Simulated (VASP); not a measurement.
# C (a cell with a defect) in VASP: notebook

C (a cell with a defect) is run at these levels: PBEsol; tasks: single point.

Everything below comes from runs of VASP 6.6.1. Logs are shortened: lines on timing, memory, paths and dates and some standing lists are left out, and cuts for length are marked.

### 1 The cell of the first run

The cell holds a defect, 15 atoms: a = 5.026 Å, b = 5.026 Å, c = 5.026 Å, α = 60.00°, β = 60.00°, γ = 60.00°.

### 2 Single point, PBEsol

The input, INCAR:

```
SYSTEM = C
PREC = Accurate ; ENCUT = 520
EDIFF = 1E-7 ; ISMEAR = 0
SIGMA = 0.05 ; LREAL = Auto
LASPH = .TRUE. ; NELM = 80
ALGO = Normal ; ISIF = 2
LWAVE = .FALSE. ; LCHARG = .FALSE.
GGA = PS ; NBANDS = 43
```

The input, KPOINTS:

```
regular mesh
0
G
  6 6 6
  0 0 0
```

The input, POSCAR:

```
C
1.0
    0.0000000000      3.5537981836     -3.5537981836
   -3.5537981836      0.0000000000     -3.5537981836
   -3.5537981836      3.5537981836      0.0000000000
C
15
Direct
    0.2500000000      0.7500000000      0.2500000000
    0.7500000000      0.2500000000      0.2500000000
    0.2500000000      0.2500000000      0.2500000000
    0.7500000000      0.7500000000      0.7500000000
    0.2500000000      0.7500000000      0.7500000000
    0.7500000000      0.2500000000      0.7500000000
    0.2500000000      0.2500000000      0.7500000000
    0.8750000000      0.3750000000      0.3750000000
    0.3750000000      0.3750000000      0.3750000000
    0.9040602206      0.9040602206      0.2231295588
    0.3750000000      0.8750000000      0.3750000000
    0.8750000000      0.3750000000      0.8750000000
    0.3750000000      0.3750000000      0.8750000000
    0.8750000000      0.8750000000      0.8750000000
    0.3750000000      0.8750000000      0.8750000000
```

Potentials or basis: VASP PAW PBE potentials, release 64 (C).

The run is started by

```sh
> cat potpaw_PBE.64/C/POTCAR > POTCAR
> mpirun -np 1 vasp_std > vasp.out
```

OUTCAR:

```text
SYSTEM = C
   PREC = Accurate
   ENCUT = 520
   EDIFF = 1E-7
   ISMEAR = 0
   LREAL = Auto
   LASPH = .TRUE.
   NELM = 80
   ISIF = 2
   GGA = PS

 ion  position               nearest neighbor table
   1  0.250  0.750  0.250-  11 1.54   9 1.54  15 1.54  10 1.56
   2  0.750  0.250  0.250-   8 1.54   9 1.54  12 1.54  10 1.56
   3  0.250  0.250  0.250-   9 1.54   8 1.54  11 1.54  13 1.54
   4  0.750  0.750  0.750-  14 1.54  12 1.54  15 1.54
   5  0.250  0.750  0.750-  15 1.54  13 1.54  14 1.54  11 1.54
   6  0.750  0.250  0.750-  12 1.54   8 1.54  13 1.54  14 1.54
   7  0.250  0.250  0.750-  13 1.54  12 1.54   9 1.54  15 1.54
   8  0.875  0.375  0.375-   2 1.54   3 1.54   6 1.54
   9  0.375  0.375  0.375-   3 1.54   2 1.54   1 1.54   7 1.54
  10  0.904  0.904  0.223-   1 1.56   2 1.56  14 1.91
  11  0.375  0.875  0.375-   1 1.54   3 1.54   5 1.54
  12  0.875  0.375  0.875-   6 1.54   4 1.54   2 1.54   7 1.54
  13  0.375  0.375  0.875-   7 1.54   5 1.54   6 1.54   3 1.54
  14  0.875  0.875  0.875-   4 1.54   5 1.54   6 1.54  10 1.91
  15  0.375  0.875  0.875-   5 1.54   4 1.54   1 1.54   7 1.54

  LATTYP: Found a face centered cubic cell.
 ALAT       =     7.1075963672

  Lattice vectors:

 A1 = (   0.0000000000,   3.5537981836,  -3.5537981836)
 A2 = (  -3.5537981836,   0.0000000000,  -3.5537981836)
 A3 = (  -3.5537981836,   3.5537981836,   0.0000000000)

Analysis of symmetry for initial positions (statically):
=====================================================================
 Subroutine PRICEL returns:
 Original cell was already a primitive cell.

 Routine SETGRP: Setting up the symmetry group for a
 face centered cubic supercell.

 Subroutine GETGRP returns: Found  2 space group operations
 (whereof  2 operations were pure point group operations)
 out of a pool of 48 trial point group operations.

The static configuration has the point symmetry C_1h.

Analysis of symmetry for dynamics (positions and initial velocities):
=====================================================================
 Subroutine PRICEL returns:
 Original cell was already a primitive cell.

 Routine SETGRP: Setting up the symmetry group for a
 face centered cubic supercell.

 Subroutine GETGRP returns: Found  2 space group operations
 (whereof  2 operations were pure point group operations)
 out of a pool of 48 trial point group operations.

The dynamic configuration has the point symmetry C_1h.

 Subroutine INISYM returns: Found  2 space group operations
 (whereof  2 operations are pure point group operations),
 and found     1 'primitive' translations

----------------------------------------------------------------------------------------

                                     Primitive cell

  volume of cell :      89.7653

  direct lattice vectors                    reciprocal lattice vectors
     0.000000000  3.553798184 -3.553798184     0.140694540  0.140694540 -0.140694540
    -3.553798184  0.000000000 -3.553798184    -0.140694540 -0.140694540 -0.140694540
    -3.553798184  3.553798184  0.000000000    -0.140694540  0.140694540  0.140694540

  length of vectors
     5.025829589  5.025829589  5.025829589     0.243690091  0.243690091  0.243690091

  position of ions in fractional coordinates (direct lattice)
     0.250000000  0.750000000  0.250000000
     0.750000000  0.250000000  0.250000000
     0.250000000  0.250000000  0.250000000
     0.750000000  0.750000000  0.750000000
     0.250000000  0.750000000  0.750000000
     0.750000000  0.250000000  0.750000000
     0.250000000  0.250000000  0.750000000
     0.875000000  0.375000000  0.375000000
     0.375000000  0.375000000  0.375000000
     0.904060221  0.904060221  0.223129559
     0.375000000  0.875000000  0.375000000
     0.875000000  0.375000000  0.875000000
     0.375000000  0.375000000  0.875000000
     0.875000000  0.875000000  0.875000000
     0.375000000  0.875000000  0.875000000

  ion indices of the primitive-cell ions
   primitive index   ion index
                 1           1
                 2           2
                 3           3
                 4           4
                 5           5
                 6           6
                 7           7
                 8           8
                 9           9
                10          10
                11          11
                12          12
                13          13
                14          14
                15          15

----------------------------------------------------------------------------------------

 KPOINTS: regular mesh

Automatic generation of k-mesh.
 Grid dimensions read from file:
 generate k-points for:    6    6    6

 Generating k-lattice:

  Cartesian coordinates                     Fractional coordinates (reciprocal lattice)
     0.023449090  0.023449090 -0.023449090     0.166666667  0.000000000  0.000000000
    -0.023449090 -0.023449090 -0.023449090     0.000000000  0.166666667  0.000000000
    -0.023449090  0.023449090  0.023449090     0.000000000  0.000000000  0.166666667

  Length of vectors
     0.040615015  0.040615015  0.040615015

  Shift w.r.t. Gamma in fractional coordinates (k-lattice)
     0.000000000  0.000000000  0.000000000

 Subroutine IBZKPT returns following result:
 ===========================================

 Found     68 irreducible k-points:

 Following reciprocal coordinates:
            Coordinates               Weight
  0.000000  0.000000  0.000000      1.000000
  0.166667  0.000000  0.000000      4.000000
  0.000000  0.000000  0.166667      2.000000
  0.166667  0.166667  0.166667      2.000000
  0.333333  0.000000  0.000000      4.000000
  0.000000  0.000000  0.333333      2.000000
[... 16 lines left out ...]
  0.166667  0.166667 -0.333333      2.000000
  0.500000  0.333333  0.500000      4.000000
 [... further k-points ...]
   k-points           NKPTS =     68   k-points in BZ     NKDIM =     68   number of bands    NBANDS=     43
   number of dos      NEDOS =    301   number of ions     NIONS =     15
   total plane-waves  NPLWV =  64000
   dimension x,y,z NGX =    40 NGY =   40 NGZ =   40
   dimension x,y,z NGXF=    80 NGYF=   80 NGZF=   80
   ions per type =              15
   NGX,Y,Z   is equivalent  to a cutoff of  13.23, 13.23, 13.23 a.u.
   NGXF,Y,Z  is equivalent  to a cutoff of  26.46, 26.46, 26.46 a.u.
 SYSTEM =  C
   PREC   = accura    normal or accurate (medium, high low for compatibility)
   ISTART =      0    job   : 0-new  1-cont  2-samecut
   ICHARG =      2    charge: 1-file 2-atom 10-const
   ISPIN  =      1    spin polarized calculation?
   LNONCOLLINEAR =      F non collinear calculations
   LSORBIT =      F    spin-orbit coupling
   LASPH  =      T    aspherical Exc in radial PAW
   ENCUT  =  520.0 eV  38.22 Ry    6.18 a.u.   9.34  9.34  9.34*2*pi/ulx,y,z
   NELM   =     80;   NELMIN=  2; NELMDL= -5     # of ELM steps
   EDIFF  = 0.1E-06   stopping-criterion for ELM
   LREAL  =      T    real-space projection
   EDIFFG = 0.1E-05   stopping-criterion for IOM
   NSW    =      0    number of steps for IOM
   IBRION =     -1    ionic relax: 0-MD 1-quasi-New 2-CG
   NFREE  =      0    steps in history (QN), initial steepest desc. (CG)
   ISIF   =      2    stress and relaxation
   ISYM   =      2    0-nonsym 1-usesym 2-fastsym
   POTIM  = 0.5000    time-step for ionic-motion
   TEBEG  =    0.0;   TEEND  =   0.0 temperature during run
   PSTRESS=    0.0 pullay stress
   NELECT =      60.0000    total number of electrons
   NUPDOWN=      -1.0000    fix difference up-down
   EMIN   =  10.00;   EMAX   =-10.00  energy-range for DOS
   EFERMI =   0.00;   METHOD = LEGACY
   ISMEAR =     0;   SIGMA  =   0.05  broadening in eV -4-tet -1-fermi 0-gaus
   EFERMI_NEDOS =   21; number of points for ismear=-14 and -15
   IALGO  =     38    algorithm
   IMIX   =      4    mixing-type and parameters
     AMIX     =   0.40;   BMIX     =  1.00
     AMIX_MAG =   1.60;   BMIX_MAG =  1.00
  volume/ion in A,a.u.               =       5.98        40.38
  Fermi-wavevector in a.u.,A,eV,Ry     =   1.431383  2.704921 27.876392  2.048857
  Thomas-Fermi vector in A             =   2.551125
   LORBIT       =      0    0 simple, 1 ext, 2 COOP (PROOUT), +10 PAW based schemes
   GGA     = PS    functional components
   LHFCALC =     F    Hartree Fock is set to
   AEXX    =    0.0000 exact exchange contribution
   IVDW    =     0    specifies the selected vdW correction
   LEPSILON=     F    determine dielectric tensor
   LRPA    =     F    only Hartree local field effects (RPA)
 non-spin polarized calculation
 Gauss-broadening in eV      SIGMA  =   0.05
  energy-cutoff  :      520.00
  volume of cell :       89.77
 maximum number of plane-waves:      2450
 NGX is ok and might be reduce to    40
   NGX = 19   NGY = 19   NGZ = 19

 number of electron      59.9999993 magnetization

 Free energy of the ion-electron system (eV)
  ---------------------------------------------------
  ext. energy  EPLUGINS =         0.00000000
  ---------------------------------------------------
  free energy    TOTEN  =      -134.78256928 eV

  energy without entropy =     -134.78004834  energy(sigma->0) =     -134.78130881

 E-fermi :   9.4380     XC(G=0): -13.1998

 val. band max:        9.4324262009   @ k =  -0.3333   0.3333   0.1667
 cond. band min:       9.4639267140   @ k =   0.0000  -0.3333   0.3333
 fundamental gap:      0.0315005131
 Fermi energy:         9.4379826494

 k-point     1 :       0.0000    0.0000    0.0000
  band No.  band energies     occupation
      1     -12.2807      2.00000
      2      -6.8849      2.00000
      3      -6.7606      2.00000
      4      -6.6060      2.00000
      5      -5.7044      2.00000
      6      -4.8072      2.00000
[... 34 lines left out ...]
     41      15.5247      0.00000
     42      16.4246      0.00000

 k-point     2 :       0.1667    0.0000    0.0000
  band No.  band energies     occupation
      1     -12.0981      2.00000
      2      -7.8250      2.00000
      3      -6.8702      2.00000
      4      -6.6178      2.00000
      5      -5.9739      2.00000
      6      -5.1440      2.00000
[... 34 lines left out ...]
     41      16.0639      0.00000
     42      16.6088      0.00000

 k-point     3 :       0.0000    0.0000    0.1667
  band No.  band energies     occupation
      1     -12.0993      2.00000
      2      -7.7838      2.00000
      3      -6.8933      2.00000
      4      -6.5990      2.00000
      5      -6.1168      2.00000
      6      -4.8713      2.00000
[... 34 lines left out ...]
     41      16.2805      0.00000
     42      16.8560      0.00000

 k-point     4 :       0.1667    0.1667    0.1667
  band No.  band energies     occupation
      1     -12.0941      2.00000
      2      -7.7966      2.00000
      3      -6.9047      2.00000
      4      -6.6960      2.00000
      5      -5.9900      2.00000
      6      -5.0684      2.00000
[... 844 lines left out ...]
     41      17.5258      0.00000
     42      17.8971      0.00000

 k-point    23 :       0.1667    0.1667   -0.3333
  band No.  band energies     occupation
      1     -10.9832      2.00000
      2      -9.7860      2.00000
      3      -7.9914      2.00000
      4      -7.3044      2.00000
      5      -6.1319      2.00000
      6      -5.4216      2.00000
[... 34 lines left out ...]
     41      17.4505      0.00000
     42      18.1429      0.00000

 k-point    24 :       0.5000    0.3333    0.5000
  band No.  band energies     occupation
      1     -10.8585      2.00000
      2      -9.9677      2.00000
      3      -7.9905      2.00000
      4      -7.3122      2.00000
      5      -6.4593      2.00000
      6      -5.4159      2.00000
[... 34 lines left out ...]
     41      17.8798      0.00000
     42      18.4708      0.00000

 [... further k-points ...]

 [bands above 42 left out]

------------------------ aborting loop because EDIFF is reached ----------------------------------------

  FORCE on cell =-STRESS in cart. coord.  units (eV):
  Direction    XX          YY          ZZ          XY          YZ          ZX
  --------------------------------------------------------------------------------------
  -------------------------------------------------------------------------------------
  Total       -6.9026962     -6.9026962      5.8918262      5.1107310      6.8783469     -6.8783459
  in kB     -123.2029375   -123.2029375    105.1604006     91.2190040    122.7683378   -122.7683202
  external PRESSURE =     -47.0818248 kB  Pullay stress =       0.0000000 kB

 VOLUME and BASIS-vectors are now :
 -----------------------------------------------------------------------------
  energy-cutoff  :      520.00
  volume of cell :       89.77
      direct lattice vectors                 reciprocal lattice vectors
     0.000000000  3.553798184 -3.553798184     0.140694540  0.140694540 -0.140694540
    -3.553798184  0.000000000 -3.553798184    -0.140694540 -0.140694540 -0.140694540
    -3.553798184  3.553798184  0.000000000    -0.140694540  0.140694540  0.140694540

 POSITION                                       TOTAL-FORCE (eV/Angst)
 -----------------------------------------------------------------------------------
     -3.55380      1.77690     -3.55380         1.808083     -0.683813     -0.897342
     -1.77690      3.55380     -3.55380         0.683813     -1.808083     -0.897342
     -1.77690      1.77690     -1.77690        -0.038126      0.038126     -0.992266
     -5.33070      5.33070     -5.33070        -1.269814      1.269814      1.853395
     -5.33070      3.55380     -3.55380         1.022814      0.197102     -0.876446
     -3.55380      5.33070     -3.55380        -0.197102     -1.022814     -0.876446
     -3.55380      3.55380     -1.77690        -0.055234      0.055234     -0.163844
     -2.66535      4.44225     -4.44225         1.953077      1.760769      2.966498
     -2.66535      2.66535     -2.66535         0.154281     -0.154281      0.321813
     -4.00580      4.00580     -6.42570        -4.416049      4.416049      3.388297
     -4.44225      2.66535     -4.44225        -1.760769     -1.953077      2.966498
     -4.44225      6.21915     -4.44225        -0.327346     -2.013307     -1.954806
     -4.44225      4.44225     -2.66535        -0.040168      0.040168      0.125892
     -6.21915      6.21915     -6.21915         0.469234     -0.469234     -3.009094
     -6.21915      4.44225     -4.44225         2.013307      0.327346     -1.954806
 -----------------------------------------------------------------------------------
    total drift:                               -0.000775      0.000775      0.003742

  FREE ENERGIE OF THE ION-ELECTRON SYSTEM (eV)
  ---------------------------------------------------
  free  energy   TOTEN  =      -134.7825692778 eV

  energy  without entropy=     -134.7800483377  energy(sigma->0) =     -134.78130881
```

Run time: 17 min. Hardware: 1 thread of Intel Xeon 8259CL, shared host; peak memory 0.32 GiB.

Results:

| Property | Result |
| --- | --- |
| Free energy | -134.7826 eV |
| Pressure | -4.7 GPa |
| Largest force | 7.105 eV/Å |
| Band gap on the k mesh | zero (bands 30 and 31 overlap by 1.36 eV) |

Forces on the atoms (eV/Å):
```
C    1.808 -0.684 -0.897
C    0.684 -1.808 -0.897
C   -0.038  0.038 -0.992
C   -1.270  1.270  1.853
C    1.023  0.197 -0.876
C   -0.197 -1.023 -0.876
C   -0.055  0.055 -0.164
C    1.953  1.761  2.966
C    0.154 -0.154  0.322
C   -4.416  4.416  3.388
C   -1.761 -1.953  2.966
C   -0.327 -2.013 -1.955
C   -0.040  0.040  0.126
C    0.469 -0.469 -3.009
C    2.013  0.327 -1.955
```

Caveat: the cell differs from its parent crystal (atoms taken out, atom 10 moved 0.250 of the way to it and -0.525 Å across, host rigid); the PAW data sets were made with another functional, which shifts forces and pressure a little.

### 3 Single point, PBEsol

The input, INCAR:

```
ALGO = Normal ; EDIFF = 1E-7
ENCUT = 520 ; GGA = PS
ISIF = 2 ; ISMEAR = 0
LASPH = T ; LCHARG = F
LREAL = Auto ; LWAVE = F
NBANDS = 43 ; NELM = 100
PREC = Accurate ; SIGMA = 0.05
```

The input, KPOINTS:

```
k-points
0
Gamma
  6 6 6
```

Changes to POSCAR since step 2:

```diff
@@ -17,3 +17,3 @@
     0.3750000000      0.3750000000      0.3750000000
-    0.9040602206      0.9040602206      0.2231295588
+    0.9353102206      0.9353102206      0.2543795588
     0.3750000000      0.8750000000      0.3750000000
```

Potentials or basis: VASP PAW PBE potentials, release 64 (C).

The run is started by

```sh
> cat potpaw_PBE.64/C/POTCAR > POTCAR
> mpirun -np 1 vasp_std > vasp.out
```

Run time: 15 min. Hardware: 1 thread of Intel Xeon 8259CL, shared host; peak memory 0.33 GiB.

The run converged. Its results:

| Quantity | Value |
| --- | --- |
| Free energy | -135.2371 eV |
| Pressure | 2.8 GPa |
| Largest force | 9.567 eV/Å |
| Band gap on the k mesh | zero (bands 30 and 31 overlap by 1.34 eV) |

Forces in eV/Å, atoms in the order of the input:
```
C    2.348  1.836 -3.172
C   -1.836 -2.348 -3.172
C    0.070 -0.070 -0.809
C   -1.051  1.051  0.376
C    0.375  0.397 -0.247
C   -0.397 -0.375 -0.247
C    0.009 -0.009 -0.215
C    0.954  1.276  1.987
C    0.070 -0.070  0.973
C   -3.015  3.015  8.564
C   -1.276 -0.954  1.987
C   -0.138 -2.390 -2.062
C   -0.045  0.045 -0.015
C    1.541 -1.541 -1.887
C    2.390  0.138 -2.062
```

Stress tensor (GPa, compression positive):
```
-2.61  6.79 -3.05
 6.79 -2.61  3.05
-3.05  3.05 13.73
```

Levels at points of the mesh, in eV from the Fermi level:
```csv
k point,band 27,band 28,band 29,band 30,band 31,band 32,band 33,band 34
"(0.00, 0.00, 0.00)",-1.99,-1.87,-0.89,0.89,1.20,1.83,3.14,4.20
"(0.50, 0.00, 0.00)",-2.77,-2.62,-2.42,-1.94,0.70,1.84,3.12,5.20
"(0.00, 0.00, 0.50)",-3.52,-2.41,-2.33,-1.90,1.17,1.23,3.66,5.37
"(0.50, 0.50, 0.50)",-4.02,-3.30,-1.73,-0.30,0.85,1.57,2.94,5.29
"(0.50, 0.50, 0.00)",-4.13,-3.75,-2.66,-2.36,0.73,1.21,3.24,4.02
"(0.00, 0.50, 0.50)",-3.85,-3.29,-1.68,-1.44,-0.27,1.28,3.00,4.49
```

Caveat: the cell differs from its parent crystal (atoms taken out, atom 10 moved 0.000 of the way to it and -0.525 Å across, host rigid); the PAW data sets were made with another functional, which shifts forces and pressure a little.

The gap in the log of VASP goes by the Fermi energy; the results here count the filled bands.